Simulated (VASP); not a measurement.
Input of a VASP 6.6.1 run:

INCAR

```
PREC = Accurate
ENCUT = 520
EDIFF = 1E-8
ISMEAR = -1
SIGMA = 0.03
LREAL = F
LASPH = T
NELM = 80
ALGO = Normal
ISIF = 2
LWAVE = F
LCHARG = F
GGA = PS
LEFG = T
NBANDS = 14
```

KPOINTS

```
Automatic mesh
0
Gamma
  9 9 9
```

POSCAR

```
NaCl
1.0
    2.8976358949      0.0000000000      0.0000000000
    0.0000000000      2.8976358949      0.0000000000
    0.0000000000      0.0000000000      2.8976358949
Na Cl
1 1
Direct
    0.0000000000      0.0000000000      0.0000000000
    0.5000000000      0.5000000000      0.5000000000
```

Potentials or basis: VASP PAW PBE potentials, release 64 (Na_pv, Cl).

Run with:

```bash
$ cat potpaw_PBE.64/Na_pv/POTCAR potpaw_PBE.64/Cl/POTCAR > POTCAR
$ mpirun -np 1 vasp_std > vasp.out
```

**Question.** Estimate the pressure.

**Answer.** 51.0 GPa.

**Question.** Estimate the band gap on the k mesh.

**Answer.** 4.70 eV.

Caveat: the cell stands under pressure; the PAW data sets were made with another functional, which shifts forces and pressure a little; an odd mesh through Γ misses points on the zone boundary, where band edges can lie.
